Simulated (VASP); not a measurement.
Runs of VASP 6.6.1 on SrO. The structure is that of space group F-43m (No. 216), or close to it. The cells are those of the table. 

```tsv
level	cell	gap on the mesh (eV)	pressure (GPa)
PBE	a = 3.969 Å, angles 60.0°, 2 atoms	(a)	0.5
r2SCAN	a = 3.909 Å, angles 60.0°, 2 atoms	2.99	(c)
PBE	a = 4.008 Å, angles 60.0°, 2 atoms	2.41	-1.3
r2SCAN	a = 3.949 Å, angles 60.0°, 2 atoms	2.91	0.5
r2SCAN	a = 4.026 Å, angles 60.0°, 2 atoms	(b)	-3.0
PBE	a = 3.888 Å, angles 60.0°, 2 atoms	(d)	4.9
PBE	a = 4.047 Å, angles 60.0°, 2 atoms	2.34	-2.8
r2SCAN	a = 3.868 Å, angles 60.0°, 2 atoms	3.07	5.2
```

Alike in all rows: task single point; potentials or basis VASP PAW PBE potentials, release 64 (Sr_sv, O); no spin polarisation; k mesh 6 × 6 × 6; cutoff (eV) 520; smearing gaussian 0.01 eV.

Problem. Fill in the values left out.

Solution. (a) 2.49; (b) 2.75; (c) 2.7; (d) 2.65.

Caveats: the PAW data sets were made with another functional, which shifts forces and pressure a little (some runs).

A k mesh can miss the band edges, and the runs leave out spin-orbit coupling on Sr.
